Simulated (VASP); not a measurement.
## BeAu3: single point with PBE

BeAu3:

```xyz
4
Lattice="3.9298 0.0000 0.0000 0.0000 3.9298 0.0000 0.0000 0.0000 3.9298" Properties=species:S:1:pos:R:3 pbc="T T T"
Au    1.9649    1.9649    0.0000
Au    1.9649    0.0000    1.9649
Au    0.0000    1.9649    1.9649
Be    0.0000    0.0000    0.0000
```

| Item | Value |
| --- | --- |
| Program | VASP 6.6.1 |
| Task | single point |
| Functional | PBE |
| Potentials or basis | VASP PAW PBE potentials, release 64 (Au, Be) |
| Cutoff | 520 eV |
| k mesh | 7 × 7 × 7 |
| Occupations | fermi-dirac, width 0.05 eV |
| Spin | no spin polarisation |
| Dipole correction | no |
| Further INCAR settings | ALGO = Normal; EDIFF = 1e-06; NBANDS = 26 |

```
Pressure               : 8.6 GPa
Band gap on the k mesh : zero (an odd number of electrons rules out a gap without spin polarisation)
```

Levels at points of the mesh, in eV from the Fermi level:
```csv
k point,band 13,band 14,band 15,band 16,band 17,band 18,band 19,band 20,band 21,band 22
"(0.00, 0.00, 0.00)",-2.28,-1.85,-1.85,-1.85,-0.41,-0.41,-0.41,5.13,5.49,5.49
```

It took 46 s on 1 thread of Intel Xeon 8259CL (shared host), peak memory 0.18 GiB.

Caveat: the cell stands under pressure; spin-orbit coupling is left out, which moves the levels of the heavy elements.
